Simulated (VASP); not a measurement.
# PbF2 (Fluorocronite) (Fm-3m) in VASP: notebook

PbF2 (Fluorocronite) is run at these levels: PBE; tasks: single point.

All numbers are computed with VASP 6.6.1; they aren't measurements. Logs are shortened: lines on timing, memory, paths and dates and some standing lists are left out, and cuts for length are marked.

## 1. The cell of the first run

It takes space group Fm-3m (No. 225, cubic). Conventional cell: a = 5.927 Å, b = 5.927 Å, c = 5.927 Å, α = 90.00°, β = 90.00°, γ = 90.00°. Within 3.4 Å of Pb (site symmetry m-3m) lie 8 F at 2.57 Å. F (site symmetry -43m) has 4 Pb at 2.57 Å and 6 F at 2.96 Å within 3.4 Å.

## 2. Single point, PBE

File INCAR:

```
PREC = Accurate
ENCUT = 520
EDIFF = 1E-6
ISMEAR = 0
SIGMA = 0.01
LREAL = False
LASPH = True
NELM = 60
ALGO = Normal
ISIF = 2
LWAVE = False
LCHARG = False
GGA = PE
NBANDS = 21
```

File KPOINTS:

```
Automatic mesh
0
Gamma
  7 7 7
```

File POSCAR:

```
PbF2
1.0
    0.0000000000      2.9636600000      2.9636600000
    2.9636600000      0.0000000000      2.9636600000
    2.9636600000      2.9636600000      0.0000000000
Pb F
1 2
Direct
    0.0000000000      0.0000000000      0.0000000000
    0.2500000000      0.2500000000      0.2500000000
    0.7500000000      0.7500000000      0.7500000000
```

Potentials or basis: VASP PAW PBE potentials, release 64 (Pb_d, F).

Command:

```
$ cat potpaw_PBE.64/Pb_d/POTCAR potpaw_PBE.64/F/POTCAR > POTCAR
$ mpirun -np 1 vasp_std > vasp.out
```

OUTCAR:

```text
PREC = Accurate
   ENCUT = 520
   EDIFF = 1E-6
   ISMEAR = 0
   LREAL = False
   LASPH = True
   NELM = 60
   ISIF = 2
   GGA = PE

 ion  position               nearest neighbor table
   1  0.000  0.000  0.000-   3 2.57   3 2.57   3 2.57   2 2.57   2 2.57   2 2.57   3 2.57   2 2.57

   2  0.250  0.250  0.250-   1 2.57   1 2.57   1 2.57   1 2.57
   3  0.750  0.750  0.750-   1 2.57   1 2.57   1 2.57   1 2.57

  LATTYP: Found a face centered cubic cell.
 ALAT       =     5.9273200000

  Lattice vectors:

 A1 = (   0.0000000000,   2.9636600000,   2.9636600000)
 A2 = (   2.9636600000,   0.0000000000,   2.9636600000)
 A3 = (   2.9636600000,   2.9636600000,   0.0000000000)

Analysis of symmetry for initial positions (statically):
=====================================================================
 Subroutine PRICEL returns:
 Original cell was already a primitive cell.

 Routine SETGRP: Setting up the symmetry group for a
 face centered cubic supercell.

 Subroutine GETGRP returns: Found 48 space group operations
 (whereof 48 operations were pure point group operations)
 out of a pool of 48 trial point group operations.

The static configuration has the point symmetry O_h .

Analysis of symmetry for dynamics (positions and initial velocities):
=====================================================================
 Subroutine PRICEL returns:
 Original cell was already a primitive cell.

 Routine SETGRP: Setting up the symmetry group for a
 face centered cubic supercell.

 Subroutine GETGRP returns: Found 48 space group operations
 (whereof 48 operations were pure point group operations)
 out of a pool of 48 trial point group operations.

The dynamic configuration has the point symmetry O_h .

 Subroutine INISYM returns: Found 48 space group operations
 (whereof 48 operations are pure point group operations),
 and found     1 'primitive' translations

----------------------------------------------------------------------------------------

                                     Primitive cell

  volume of cell :      52.0613

  direct lattice vectors                    reciprocal lattice vectors
     0.000000000  2.963660000  2.963660000    -0.168710311  0.168710311  0.168710311
     2.963660000  0.000000000  2.963660000     0.168710311 -0.168710311  0.168710311
     2.963660000  2.963660000  0.000000000     0.168710311  0.168710311 -0.168710311

  length of vectors
     4.191248166  4.191248166  4.191248166     0.292214830  0.292214830  0.292214830

  position of ions in fractional coordinates (direct lattice)
     0.000000000  0.000000000  0.000000000
     0.250000000  0.250000000  0.250000000
     0.750000000  0.750000000  0.750000000

  ion indices of the primitive-cell ions
   primitive index   ion index
                 1           1
                 2           2
                 3           3

----------------------------------------------------------------------------------------

 KPOINTS: Automatic mesh

Automatic generation of k-mesh.
 Grid dimensions read from file:
 generate k-points for:    7    7    7

 Generating k-lattice:

  Cartesian coordinates                     Fractional coordinates (reciprocal lattice)
    -0.024101473  0.024101473  0.024101473     0.142857143  0.000000000  0.000000000
     0.024101473 -0.024101473  0.024101473     0.000000000  0.142857143  0.000000000
     0.024101473  0.024101473 -0.024101473     0.000000000  0.000000000  0.142857143

  Length of vectors
     0.041744976  0.041744976  0.041744976

  Shift w.r.t. Gamma in fractional coordinates (k-lattice)
     0.000000000  0.000000000  0.000000000

 Subroutine IBZKPT returns following result:
 ===========================================

 Found     20 irreducible k-points:

 Following reciprocal coordinates:
            Coordinates               Weight
  0.000000  0.000000  0.000000      1.000000
  0.142857  0.000000  0.000000      8.000000
  0.285714  0.000000  0.000000      8.000000
  0.428571  0.000000  0.000000      8.000000
  0.142857  0.142857  0.000000      6.000000
  0.285714  0.142857  0.000000     24.000000
[... 12 lines left out ...]
 -0.428571  0.428571  0.142857     24.000000
 -0.285714  0.428571  0.142857     24.000000
   k-points           NKPTS =     20   k-points in BZ     NKDIM =     20   number of bands    NBANDS=     21
   number of dos      NEDOS =    301   number of ions     NIONS =      3
   total plane-waves  NPLWV =  32768
   dimension x,y,z NGX =    32 NGY =   32 NGZ =   32
   dimension x,y,z NGXF=    64 NGYF=   64 NGZF=   64
   ions per type =               1   2
   NGX,Y,Z   is equivalent  to a cutoff of  12.69, 12.69, 12.69 a.u.
   NGXF,Y,Z  is equivalent  to a cutoff of  25.39, 25.39, 25.39 a.u.
 SYSTEM =  unknown system
   PREC   = accura    normal or accurate (medium, high low for compatibility)
   ISTART =      0    job   : 0-new  1-cont  2-samecut
   ICHARG =      2    charge: 1-file 2-atom 10-const
   ISPIN  =      1    spin polarized calculation?
   LNONCOLLINEAR =      F non collinear calculations
   LSORBIT =      F    spin-orbit coupling
   LASPH  =      T    aspherical Exc in radial PAW
   ENCUT  =  520.0 eV  38.22 Ry    6.18 a.u.   7.79  7.79  7.79*2*pi/ulx,y,z
   NELM   =     60;   NELMIN=  2; NELMDL= -5     # of ELM steps
   EDIFF  = 0.1E-05   stopping-criterion for ELM
   LREAL  =      F    real-space projection
   EDIFFG = 0.1E-04   stopping-criterion for IOM
   NSW    =      0    number of steps for IOM
   IBRION =     -1    ionic relax: 0-MD 1-quasi-New 2-CG
   NFREE  =      0    steps in history (QN), initial steepest desc. (CG)
   ISIF   =      2    stress and relaxation
   ISYM   =      2    0-nonsym 1-usesym 2-fastsym
   POTIM  = 0.5000    time-step for ionic-motion
   TEBEG  =    0.0;   TEEND  =   0.0 temperature during run
   PSTRESS=    0.0 pullay stress
   NELECT =      28.0000    total number of electrons
   NUPDOWN=      -1.0000    fix difference up-down
   EMIN   =  10.00;   EMAX   =-10.00  energy-range for DOS
   EFERMI =   0.00;   METHOD = LEGACY
   ISMEAR =     0;   SIGMA  =   0.01  broadening in eV -4-tet -1-fermi 0-gaus
   EFERMI_NEDOS =   21; number of points for ismear=-14 and -15
   IALGO  =     38    algorithm
   IMIX   =      4    mixing-type and parameters
     AMIX     =   0.40;   BMIX     =  1.00
     AMIX_MAG =   1.60;   BMIX_MAG =  1.00
  volume/ion in A,a.u.               =      17.35       117.11
  Fermi-wavevector in a.u.,A,eV,Ry     =   1.331340  2.515869 24.115883  1.772467
  Thomas-Fermi vector in A             =   2.460359
   LORBIT       =      0    0 simple, 1 ext, 2 COOP (PROOUT), +10 PAW based schemes
   GGA     = PE    functional components
   LHFCALC =     F    Hartree Fock is set to
   AEXX    =    0.0000 exact exchange contribution
   IVDW    =     0    specifies the selected vdW correction
   LEPSILON=     F    determine dielectric tensor
   LRPA    =     F    only Hartree local field effects (RPA)
 non-spin polarized calculation
 Gauss-broadening in eV      SIGMA  =   0.01
  energy-cutoff  :      520.00
  volume of cell :       52.06
 maximum number of plane-waves:      1416
   NGX = 15   NGY = 15   NGZ = 15

 number of electron      28.0000005 magnetization

 Free energy of the ion-electron system (eV)
  ---------------------------------------------------
  ext. energy  EPLUGINS =         0.00000000
  ---------------------------------------------------
  free energy    TOTEN  =       -14.33403861 eV

  energy without entropy =      -14.33403861  energy(sigma->0) =      -14.33403861

 E-fermi :   1.9701     XC(G=0):  -9.4063

 val. band max:        1.8790479038   @ k =  -0.2857   0.4286   0.1429
 cond. band min:       6.3389447246   @ k =   0.4286   0.4286   0.0000
 fundamental gap:      4.4598968208
 Fermi energy:         1.9700982109

 k-point     1 :       0.0000    0.0000    0.0000
  band No.  band energies     occupation
      1     -19.2086      2.00000
      2     -18.5877      2.00000
      3     -12.5479      2.00000
      4     -12.5479      2.00000
      5     -12.5479      2.00000
      6     -12.4913      2.00000
[... 13 lines left out ...]
     20      17.0387      0.00000
     21      19.3976      0.00000

 k-point     2 :       0.1429    0.0000    0.0000
  band No.  band energies     occupation
      1     -19.1695      2.00000
      2     -18.6233      2.00000
      3     -12.5401      2.00000
      4     -12.5401      2.00000
      5     -12.5068      2.00000
      6     -12.4910      2.00000
[... 13 lines left out ...]
     20      16.5252      0.00000
     21      18.6422      0.00000

 k-point     3 :       0.2857    0.0000    0.0000
  band No.  band energies     occupation
      1     -19.0708      2.00000
      2     -18.7107      2.00000
      3     -12.5310      2.00000
      4     -12.5310      2.00000
      5     -12.4816      2.00000
      6     -12.4816      2.00000
[... 13 lines left out ...]
     20      15.9277      0.00000
     21      17.2319      0.00000

 k-point     4 :       0.4286    0.0000    0.0000
  band No.  band energies     occupation
      1     -18.9552      2.00000
      2     -18.8157      2.00000
      3     -12.5315      2.00000
      4     -12.5315      2.00000
      5     -12.4661      2.00000
      6     -12.4661      2.00000
[... 13 lines left out ...]
     20      15.6651      0.00000
     21      16.2730      0.00000

 k-point     5 :       0.1429    0.1429    0.0000
  band No.  band energies     occupation
      1     -19.1574      2.00000
      2     -18.6337      2.00000
      3     -12.5319      2.00000
      4     -12.5319      2.00000
      5     -12.5021      2.00000
      6     -12.4974      2.00000
[... 13 lines left out ...]
     20      17.2257      0.00000
     21      18.6496      0.00000
[... 286 lines left out ...]
     20      17.8196      0.00000
     21      17.9031      0.00000

 k-point    18 :      -0.4286    0.2857    0.1429
  band No.  band energies     occupation
      1     -18.9225      2.00000
      2     -18.8371      2.00000
      3     -12.5116      2.00000
      4     -12.4986      2.00000
      5     -12.4722      2.00000
      6     -12.4319      2.00000
[... 13 lines left out ...]
     20      18.1761      0.00000
     21      18.5097      0.00000

 k-point    19 :      -0.4286    0.4286    0.1429
  band No.  band energies     occupation
      1     -18.9213      2.00000
      2     -18.8317      2.00000
      3     -12.5180      2.00000
      4     -12.4773      2.00000
      5     -12.4655      2.00000
      6     -12.4377      2.00000
[... 13 lines left out ...]
     20      17.1586      0.00000
     21      18.7572      0.00000

 k-point    20 :      -0.2857    0.4286    0.1429
  band No.  band energies     occupation
      1     -18.8799      2.00000
      2     -18.8723      2.00000
      3     -12.5122      2.00000
      4     -12.4820      2.00000
      5     -12.4668      2.00000
      6     -12.4016      2.00000
[... 13 lines left out ...]
     20      17.9470      0.00000
     21      18.4122      0.00000

------------------------ aborting loop because EDIFF is reached ----------------------------------------

  FORCE on cell =-STRESS in cart. coord.  units (eV):
  Direction    XX          YY          ZZ          XY          YZ          ZX
  --------------------------------------------------------------------------------------
  -------------------------------------------------------------------------------------
  Total        0.8064168      0.8064168      0.8064168     -0.0000000     -0.0000000      0.0000000
  in kB       24.8173284     24.8173284     24.8173284     -0.0000000     -0.0000000      0.0000000
  external PRESSURE =      24.8173284 kB  Pullay stress =       0.0000000 kB

 VOLUME and BASIS-vectors are now :
 -----------------------------------------------------------------------------
  energy-cutoff  :      520.00
  volume of cell :       52.06
      direct lattice vectors                 reciprocal lattice vectors
     0.000000000  2.963660000  2.963660000    -0.168710311  0.168710311  0.168710311
     2.963660000  0.000000000  2.963660000     0.168710311 -0.168710311  0.168710311
     2.963660000  2.963660000  0.000000000     0.168710311  0.168710311 -0.168710311

 POSITION                                       TOTAL-FORCE (eV/Angst)
 -----------------------------------------------------------------------------------
      0.00000      0.00000      0.00000         0.000000     -0.000000      0.000000
      1.48183      1.48183      1.48183        -0.000000     -0.000000      0.000000
      4.44549      4.44549      4.44549         0.000000      0.000000     -0.000000
 -----------------------------------------------------------------------------------
    total drift:                                0.000000     -0.000000      0.000000

  FREE ENERGIE OF THE ION-ELECTRON SYSTEM (eV)
  ---------------------------------------------------
  free  energy   TOTEN  =       -14.3340386071 eV

  energy  without entropy=      -14.3340386071  energy(sigma->0) =      -14.33403861
```

It took 31 s on 1 thread of AMD EPYC 7R13, shared host; peak memory 0.15 GiB.

Results:

| Property | Result |
| --- | --- |
| Free energy | -14.3340 eV |
| Pressure | 2.5 GPa |
| Band gap on the k mesh | 4.46 eV, indirect (least direct gap 4.67 eV) |

Caveat: spin-orbit coupling is left out, which moves the levels of the heavy elements.

## 3. Single point, PBE

File INCAR:

```
  PREC = Accurate
  ENCUT = 520
  EDIFF = 1E-7
  ISMEAR = 0
  SIGMA = 0.01
  LREAL = F
  LASPH = T
  NELM = 60
  ALGO = Normal
  ISIF = 2
  LWAVE = F
  LCHARG = F
  GGA = PE
  NBANDS = 21
```

File KPOINTS:

```
regular mesh
0
Gamma
  8 8 8
```

POSCAR is that of step 2.

Potentials or basis: VASP PAW PBE potentials, release 64 (Pb_d, F).

Command:

```
$ cat potpaw_PBE.64/Pb_d/POTCAR potpaw_PBE.64/F/POTCAR > POTCAR
$ mpirun -np 1 vasp_std > vasp.out
```

Run time: 42 s. Hardware: 1 thread of AMD EPYC 7R13, shared host; peak memory 0.16 GiB.

The run converged. Its results:

```yaml
Free_energy: -14.3340 eV
Pressure: 2.5 GPa
Band_gap_on_the_k_mesh: 4.42 eV, indirect (least direct gap 4.56 eV)
```

Levels at points of the mesh, in eV from the valence-band top:
| k point | band 11 | band 12 | band 13 | band 14 | band 15 | band 16 | band 17 | band 18 |
| --- | --- | --- | --- | --- | --- | --- | --- | --- |
| (0.00, 0.00, 0.00) | -2.47 | -1.98 | -1.98 | -1.98 | 6.77 | 6.77 | 6.77 | 10.64 |
| (0.50, 0.00, 0.00) | -2.68 | -2.15 | -2.15 | -0.03 | 5.03 | 7.67 | 7.67 | 13.22 |
| (0.50, 0.50, 0.00) | -1.56 | -1.56 | -1.56 | -0.15 | 4.42 | 7.90 | 7.90 | 8.96 |

Caveat: spin-orbit coupling is left out, which moves the levels of the heavy elements.
